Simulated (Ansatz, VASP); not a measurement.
# Two plane-wave programs on PbSe

```
Pb Se
1.0
     0.09186    3.10808    3.10808
     3.10808    0.09186    3.10808
     3.10808    3.10808    0.09186
Pb Se
1 1
Direct
  0.00000 0.00000 0.00000
  0.50000 0.50000 0.50000
```

Change from the starting cell: equal xy, yz and zx shear strains of +3 %, PAW files.

Alike in both runs: task electric field gradients; functional PBEsol; k mesh 9 × 9 × 9; occupations fermi-dirac, width 0.01 eV; no spin polarisation.

|  | VASP | Ansatz |
| --- | --- | --- |
| version | VASP 6.6.1 | Ansatz 0.2.0 |
| potentials or method | VASP PAW PBE potentials, release 64 (Pb_d, Se) | PAW with Ansatz's default frozen-core files, scalar-relativistic |
| plane-wave cutoff (eV) | 400 | 420 |
| valence electrons in the cell | 20 | 30 |

```tsv
	VASP	Ansatz	Ansatz less VASP
gap on the k mesh at the Fermi level (eV)	0.38	0.38	0.000
pressure (GPa)	-0.6	-0.6	+0.01
traceless stress, the component that is largest in VASP (GPa)	-0.56	-0.56	0.000
size of Vzz on the site where it differs most (V/Å²)	5.4	9.8	+4.42
```

VASP's potentials were made for PBE, not for PBEsol. VASP's potentials hold 20 valence electrons a cell and Ansatz's 30, so a difference there can come from the potentials and not from the codes.

Neither program's run includes spin-orbit coupling.
